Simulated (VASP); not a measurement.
# Ta2N (ref) (P-3m1) in VASP: further runs

Ta2N (ref) is run at these levels: r2SCAN; tasks: single point.

All numbers are computed with VASP 6.6.1; they aren't measurements. Logs are shortened: lines on timing, memory, paths and dates and some standing lists are left out, and cuts for length are marked.

### Step 1. The cell of the first run

The structure is trigonal, space group P-3m1 (No. 164). The conventional cell has a = 3.113 Å, b = 3.113 Å, c = 4.870 Å, α = 90.00°, β = 90.00°, γ = 120.00°. Within 2.9 Å of Ta (site symmetry 3m) lie 3 N at 2.18 Å. N (site symmetry -3m) has 6 Ta at 2.18 Å within 2.9 Å.

### Step 2. Single point, r2SCAN

POSCAR

```
Ta2N
1.0
    3.1128615100      0.0000000000      0.0000000000
   -1.5564307500      2.6958171400      0.0000000000
    0.0000000000      0.0000000000      4.8698410000
Ta N
2 1
Direct
    0.6666666700      0.3333333300      0.7452890000
    0.3333333300      0.6666666700      0.2547110000
    0.0000000000      0.0000000000      0.0000000000
```

INCAR.step1

```
PREC = Accurate
ENCUT = 520
ISMEAR = 0
SIGMA = 0.1
LREAL = F
LASPH = T
NELM = 60
NBANDS = 20
GGA = PE
ALGO = Normal
EDIFF = 1E-4
LWAVE = T
LCHARG = F
```

INCAR.step2

```
PREC = Accurate
ENCUT = 520
EDIFF = 1E-6
ISMEAR = 0
SIGMA = 0.1
LREAL = F
LASPH = T
NELM = 60
ALGO = Normal
ISIF = 2
LWAVE = F
LCHARG = F
METAGGA = R2SCAN
LMIXTAU = T
NBANDS = 20
ISTART = 1
```

KPOINTS

```
regular mesh
0
Gamma
  6 6 4
```

Potentials or basis: VASP PAW PBE potentials, release 64 (Ta_pv, N).

Command:

```bash
cat potpaw_PBE.64/Ta_pv/POTCAR potpaw_PBE.64/N/POTCAR > POTCAR
cp INCAR.step1 INCAR
mpirun -np 1 vasp_std > vasp.out
cp INCAR.step2 INCAR
mpirun -np 1 vasp_std > vasp.out
```

OUTCAR:

```text
PREC = Accurate
   ENCUT = 520
   EDIFF = 1E-6
   ISMEAR = 0
   LREAL = F
   LASPH = T
   NELM = 60
   ISIF = 2
   METAGGA = R2SCAN
   ISTART = 1

 ion  position               nearest neighbor table
   1  0.667  0.333  0.745-   3 2.18   3 2.18   3 2.18   2 2.99   2 2.99   2 2.99   2 3.06   2 3.06
                             2 3.06
   2  0.333  0.667  0.255-   3 2.18   3 2.18   3 2.18   1 2.99   1 2.99   1 2.99   1 3.06   1 3.06
                             1 3.06
   3  0.000  0.000  0.000-   1 2.18   2 2.18   2 2.18   1 2.18   1 2.18   2 2.18

  LATTYP: Found a hexagonal cell.
 ALAT       =     3.1128615100
 C/A-ratio  =     1.5644258456

  Lattice vectors:

 A1 = (   3.1128615100,   0.0000000000,   0.0000000000)
 A2 = (  -1.5564307500,   2.6958171400,   0.0000000000)
 A3 = (   0.0000000000,   0.0000000000,   4.8698410000)

Analysis of symmetry for initial positions (statically):
=====================================================================
 Subroutine PRICEL returns:
 Original cell was already a primitive cell.

 Routine SETGRP: Setting up the symmetry group for a
 hexagonal supercell.

 Subroutine GETGRP returns: Found 12 space group operations
 (whereof 12 operations were pure point group operations)
 out of a pool of 24 trial point group operations.

The static configuration has the point symmetry D_3d.

Analysis of symmetry for dynamics (positions and initial velocities):
=====================================================================
 Subroutine PRICEL returns:
 Original cell was already a primitive cell.

 Routine SETGRP: Setting up the symmetry group for a
 hexagonal supercell.

 Subroutine GETGRP returns: Found 12 space group operations
 (whereof 12 operations were pure point group operations)
 out of a pool of 24 trial point group operations.

The dynamic configuration has the point symmetry D_3d.

 Subroutine INISYM returns: Found 12 space group operations
 (whereof 12 operations are pure point group operations),
 and found     1 'primitive' translations

----------------------------------------------------------------------------------------

                                     Primitive cell

  volume of cell :      40.8663

  direct lattice vectors                    reciprocal lattice vectors
     3.112861510  0.000000000  0.000000000     0.321247828  0.185472520  0.000000000
    -1.556430750  2.695817140  0.000000000     0.000000000  0.370945041  0.000000000
     0.000000000  0.000000000  4.869841000     0.000000000  0.000000000  0.205345513

  length of vectors
     3.112861510  3.112861502  4.869841000     0.370945040  0.370945041  0.205345513

  position of ions in fractional coordinates (direct lattice)
     0.666666670  0.333333330  0.745289000
     0.333333330  0.666666670  0.254711000
     0.000000000  0.000000000  0.000000000

  ion indices of the primitive-cell ions
   primitive index   ion index
                 1           1
                 2           2
                 3           3

----------------------------------------------------------------------------------------

 KPOINTS: regular mesh

Automatic generation of k-mesh.
 Grid dimensions read from file:
 generate k-points for:    6    6    4

 Generating k-lattice:

  Cartesian coordinates                     Fractional coordinates (reciprocal lattice)
     0.053541305  0.030912087  0.000000000     0.166666667  0.000000000  0.000000000
     0.000000000  0.061824174  0.000000000     0.000000000  0.166666667  0.000000000
     0.000000000  0.000000000  0.051336378     0.000000000  0.000000000  0.250000000

  Length of vectors
     0.061824173  0.061824174  0.051336378

  Shift w.r.t. Gamma in fractional coordinates (k-lattice)
     0.000000000  0.000000000  0.000000000

 Subroutine IBZKPT returns following result:
 ===========================================

 Found     24 irreducible k-points:

 Following reciprocal coordinates:
            Coordinates               Weight
  0.000000  0.000000  0.000000      1.000000
  0.166667  0.000000  0.000000      6.000000
  0.333333  0.000000  0.000000      6.000000
  0.500000  0.000000  0.000000      3.000000
  0.166667  0.166667  0.000000      6.000000
  0.333333  0.166667  0.000000     12.000000
[... 16 lines left out ...]
  0.333333  0.166667  0.500000     12.000000
  0.333333  0.333333  0.500000      2.000000
   k-points           NKPTS =     24   k-points in BZ     NKDIM =     24   number of bands    NBANDS=     20
   number of dos      NEDOS =    301   number of ions     NIONS =      3
   total plane-waves  NPLWV =  20736
   dimension x,y,z NGX =    24 NGY =   24 NGZ =   36
   dimension x,y,z NGXF=    48 NGYF=   48 NGZF=   72
   ions per type =               2   1
   NGX,Y,Z   is equivalent  to a cutoff of  12.82, 12.82, 12.29 a.u.
   NGXF,Y,Z  is equivalent  to a cutoff of  25.63, 25.63, 24.58 a.u.
 SYSTEM =  unknown system
   PREC   = accura    normal or accurate (medium, high low for compatibility)
   ISTART =      1    job   : 0-new  1-cont  2-samecut
   ICHARG =      0    charge: 1-file 2-atom 10-const
   ISPIN  =      1    spin polarized calculation?
   LNONCOLLINEAR =      F non collinear calculations
   LSORBIT =      F    spin-orbit coupling
   LASPH  =      T    aspherical Exc in radial PAW
   ENCUT  =  520.0 eV  38.22 Ry    6.18 a.u.   5.79  5.79  9.05*2*pi/ulx,y,z
   NELM   =     60;   NELMIN=  2; NELMDL=  0     # of ELM steps
   EDIFF  = 0.1E-05   stopping-criterion for ELM
   LREAL  =      F    real-space projection
   EDIFFG = 0.1E-04   stopping-criterion for IOM
   NSW    =      0    number of steps for IOM
   IBRION =     -1    ionic relax: 0-MD 1-quasi-New 2-CG
   NFREE  =      0    steps in history (QN), initial steepest desc. (CG)
   ISIF   =      2    stress and relaxation
   ISYM   =      2    0-nonsym 1-usesym 2-fastsym
   POTIM  = 0.5000    time-step for ionic-motion
   TEBEG  =    0.0;   TEEND  =   0.0 temperature during run
   PSTRESS=    0.0 pullay stress
   NELECT =      27.0000    total number of electrons
   NUPDOWN=      -1.0000    fix difference up-down
   EMIN   =  10.00;   EMAX   =-10.00  energy-range for DOS
   EFERMI =   0.00;   METHOD = LEGACY
   ISMEAR =     0;   SIGMA  =   0.10  broadening in eV -4-tet -1-fermi 0-gaus
   EFERMI_NEDOS =   21; number of points for ismear=-14 and -15
   IALGO  =     38    algorithm
   IMIX   =      4    mixing-type and parameters
     AMIX     =   0.40;   BMIX     =  1.00
     AMIX_MAG =   1.60;   BMIX_MAG =  1.00
  volume/ion in A,a.u.               =      13.62        91.93
  Fermi-wavevector in a.u.,A,eV,Ry     =   1.425852  2.694469 27.661374  2.033054
  Thomas-Fermi vector in A             =   2.546192
   LORBIT       =      0    0 simple, 1 ext, 2 COOP (PROOUT), +10 PAW based schemes
   METAGGA = R2SCAN    functional components
   LHFCALC =     F    Hartree Fock is set to
   AEXX    =    0.0000 exact exchange contribution
   IVDW    =     0    specifies the selected vdW correction
   LEPSILON=     F    determine dielectric tensor
   LRPA    =     F    only Hartree local field effects (RPA)
 non-spin polarized calculation
 Gauss-broadening in eV      SIGMA  =   0.10
  energy-cutoff  :      520.00
  volume of cell :       40.87
 maximum number of plane-waves:      1112
 NGX is ok and might be reduce to    24
   NGX = 11   NGY = 11   NGZ = 19

 number of electron      26.9999996 magnetization

 Free energy of the ion-electron system (eV)
  ---------------------------------------------------
  ext. energy  EPLUGINS =         0.00000000
  ---------------------------------------------------
  free energy    TOTEN  =      -109.01007354 eV

  energy without entropy =     -109.00344567  energy(sigma->0) =     -109.00675961

 E-fermi :   7.5687     XC(G=0): -13.9159

 val. band max:        7.3917463848   @ k =   0.1667   0.0000   0.0000
 cond. band min:       7.5988107361   @ k =   0.3333   0.0000   0.5000
 fundamental gap:      0.2070643513
 Fermi energy:         7.5686803688

 k-point     1 :       0.0000    0.0000    0.0000
  band No.  band energies     occupation
      1     -29.5799      2.00000
      2     -28.8268      2.00000
      3     -28.8268      2.00000
      4     -28.6990      2.00000
      5     -28.6990      2.00000
      6     -28.5835      2.00000
[... 12 lines left out ...]
     19       8.6963      0.00000
     20      12.5983      0.00000

 k-point     2 :       0.1667    0.0000    0.0000
  band No.  band energies     occupation
      1     -29.4962      2.00000
      2     -28.9863      2.00000
      3     -28.8821      2.00000
      4     -28.8542      2.00000
      5     -28.7129      2.00000
      6     -28.6167      2.00000
[... 12 lines left out ...]
     19      10.5503      0.00000
     20      12.3580      0.00000

 k-point     3 :       0.3333    0.0000    0.0000
  band No.  band energies     occupation
      1     -29.3335      2.00000
      2     -29.2680      2.00000
      3     -29.1334      2.00000
      4     -28.9808      2.00000
      5     -28.7511      2.00000
      6     -28.7207      2.00000
[... 12 lines left out ...]
     19      11.7722      0.00000
     20      13.0060      0.00000

 k-point     4 :       0.5000    0.0000    0.0000
  band No.  band energies     occupation
      1     -29.4749      2.00000
      2     -29.2631      2.00000
      3     -29.1339      2.00000
      4     -29.0269      2.00000
      5     -28.8228      2.00000
      6     -28.7727      2.00000
[... 429 lines left out ...]
 k-point    23 :       0.3333    0.1667    0.5000
  band No.  band energies     occupation
      1     -29.4598      2.00000
      2     -29.4100      2.00000
      3     -29.0377      2.00000
      4     -29.0291      2.00000
      5     -28.7813      2.00000
      6     -28.7740      2.00000
[... 12 lines left out ...]
     19      12.1117      0.00000
     20      13.3622      0.00000

 k-point    24 :       0.3333    0.3333    0.5000
  band No.  band energies     occupation
      1     -29.3636      2.00000
      2     -29.3636      2.00000
      3     -29.2360      2.00000
      4     -29.1840      2.00000
      5     -28.7516      2.00000
      6     -28.7516      2.00000
[... 12 lines left out ...]
     19      13.1302      0.00000
     20      13.1873      0.00000

------------------------ aborting loop because EDIFF is reached ----------------------------------------

  FORCE on cell =-STRESS in cart. coord.  units (eV):
  Direction    XX          YY          ZZ          XY          YZ          ZX
  --------------------------------------------------------------------------------------
  -------------------------------------------------------------------------------------
  Total       -1.2288100     -1.2288099     -0.7357019     -0.0000000      0.0000000     -0.0000000
  in kB      -48.1759504    -48.1759502    -28.8434664     -0.0000001      0.0000000     -0.0000000
  external PRESSURE =     -41.7317890 kB  Pullay stress =       0.0000000 kB

 VOLUME and BASIS-vectors are now :
 -----------------------------------------------------------------------------
  energy-cutoff  :      520.00
  volume of cell :       40.87
      direct lattice vectors                 reciprocal lattice vectors
     3.112861510  0.000000000  0.000000000     0.321247828  0.185472520  0.000000000
    -1.556430750  2.695817140  0.000000000     0.000000000  0.370945041  0.000000000
     0.000000000  0.000000000  4.869841000     0.000000000  0.000000000  0.205345513

 POSITION                                       TOTAL-FORCE (eV/Angst)
 -----------------------------------------------------------------------------------
      1.55643      0.89861      3.62944        -0.000000     -0.000000      0.131616
     -0.00000      1.79721      1.24040         0.000000      0.000000     -0.131616
      0.00000      0.00000      0.00000        -0.000000      0.000000      0.000000
 -----------------------------------------------------------------------------------
    total drift:                               -0.000000     -0.000000      0.000000

  FREE ENERGIE OF THE ION-ELECTRON SYSTEM (eV)
  ---------------------------------------------------
  free  energy   TOTEN  =      -109.0100735425 eV

  energy  without entropy=     -109.0034456743  energy(sigma->0) =     -109.00675961
```

It took 25 s on 1 thread of Intel Xeon 6975P-C (Granite Rapids), shared host; peak memory 0.17 GiB.

Results:

| Item | Value |
| --- | --- |
| Free energy | -109.0101 eV |
| Pressure | -4.2 GPa |
| Largest force | 0.132 eV/Å |

Forces on the atoms (eV/Å):
```
Ta   0.000  0.000  0.132
Ta   0.000  0.000 -0.132
N    0.000  0.000  0.000
```

Stress tensor (GPa, compression positive):
```
-4.82  0.00  0.00
 0.00 -4.82  0.00
 0.00  0.00 -2.88
```

Caveat: the k points lie up to 0.39 Å⁻¹ apart; the PAW data sets were made with another functional, which shifts forces and pressure a little; spin-orbit coupling is left out, which moves the levels of the heavy elements.

### Step 3. Single point, r2SCAN

POSCAR is that of step 2.

INCAR.step1

```
PREC = Accurate
ENCUT = 660
ISMEAR = 0
SIGMA = 0.1
LREAL = F
LASPH = T
NELM = 120
NBANDS = 22
GGA = PE
ALGO = Normal
EDIFF = 1E-5
LWAVE = T
LCHARG = F
GGA_COMPAT = F
```

INCAR.step2

```
PREC = Accurate
ENCUT = 660
EDIFF = 1E-6
ISMEAR = 0
SIGMA = 0.1
LREAL = F
LASPH = T
NELM = 120
ALGO = Normal
ISIF = 2
LWAVE = F
LCHARG = F
METAGGA = R2SCAN
LMIXTAU = T
NBANDS = 22
ISTART = 1
GGA_COMPAT = F
```

KPOINTS is that of step 2.

Potentials or basis: VASP PAW PBE potentials, release 64 (Ta_sv_GW, N).

Command:

```bash
cat potpaw_PBE.64/Ta_sv_GW/POTCAR potpaw_PBE.64/N/POTCAR > POTCAR
cp INCAR.step1 INCAR
mpirun -np 1 vasp_std > vasp.out
cp INCAR.step2 INCAR
mpirun -np 1 vasp_std > vasp.out
```

Run time: 68 s. Hardware: 1 thread of Intel Xeon 6975P-C (Granite Rapids), shared host; peak memory 0.2 GiB.

It converged, with:

```yaml
Free_energy: -114.0741 eV
Pressure: -5.4 GPa
Largest_force: 0.147 eV/Å
```

Forces in eV/Å, atoms in the order of the input:
```
Ta   0.000  0.000  0.147
Ta   0.000  0.000 -0.147
N    0.000  0.000  0.000
```

Stress tensor (GPa, compression positive):
```
-6.17  0.00  0.00
 0.00 -6.17  0.00
 0.00  0.00 -3.96
```

Levels at points of the mesh, in eV from the Fermi level:
```
           k point  band 13  band 14  band 15  band 16  band 17  band 18
(0.00, 0.00, 0.00)    -5.48    -0.71    -0.28    -0.28     0.10     0.26
(0.50, 0.00, 0.00)    -4.79    -3.00    -1.70     1.74     1.86     3.77
(0.00, 0.00, 0.50)    -3.09    -3.05    -1.18    -1.18     1.72     1.98
(0.50, 0.00, 0.50)    -3.49    -2.55    -2.38    -0.45     0.65     3.34
```

Caveat: the k points lie up to 0.39 Å⁻¹ apart; the PAW data sets were made with another functional, which shifts forces and pressure a little; spin-orbit coupling is left out, which moves the levels of the heavy elements.
